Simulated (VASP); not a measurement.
Here is a VASP 6.6.1 calculation.

Contents of POSCAR:

```
C
1.0
    0.0000000000      1.8778529565      1.8778529565
    1.8778529565      0.0000000000      1.8778529565
    1.8778529565      1.8778529565      0.0000000000
C
2
Direct
    0.0000000000      0.0000000000      0.0000000000
    0.2500000000      0.2500000000      0.2500000000
```

INCAR.step1

```
SYSTEM = C
  PREC = Accurate
  ENCUT = 520
  EDIFF = 1E-5
  ISMEAR = 0
  SIGMA = 0.01
  LREAL = .FALSE.
  LASPH = .TRUE.
  NELM = 100
  ALGO = Normal
  ISIF = 2
  LWAVE = .TRUE.
  NBANDS = 11
  GGA = PE
```

File INCAR.step2:

```
SYSTEM = C
  PREC = Accurate
  ENCUT = 520
  EDIFF = 1E-6
  ISMEAR = 0
  SIGMA = 0.01
  LREAL = .FALSE.
  LASPH = .TRUE.
  NELM = 100
  ALGO = Normal
  ISIF = 2
  LWAVE = .FALSE.
  LCHARG = .TRUE.
  GGA = PE
  LHFCALC = .TRUE.
  HFSCREEN = 0.2079
  PRECFOCK = Normal
  LELF = .TRUE.
  LVHAR = .TRUE.
  NBANDS = 11
  ISTART = 1
```

Contents of KPOINTS:

```
Automatic mesh
0
G
  8 8 8
  0 0 0
```

Potentials or basis: VASP PAW PBE potentials, release 64 (C).

Command:

```bash
$ cat potpaw_PBE.64/C/POTCAR > POTCAR
$ cp INCAR.step1 INCAR
$ mpirun -np 1 vasp_std > vasp.out
$ cp INCAR.step2 INCAR
$ mpirun -np 1 vasp_std > vasp.out
```

Task: Estimate the band gap on the k mesh.

Result: 4.91 eV (least direct gap 6.50 eV).

Task: Predict the pressure.

Result: -58.8 GPa.

Caveat: the cell differs from its parent crystal (strain +5.5%); the cell stands under tension; the PAW data sets were made with another functional, which shifts forces and pressure a little. A k mesh can miss the band edges.
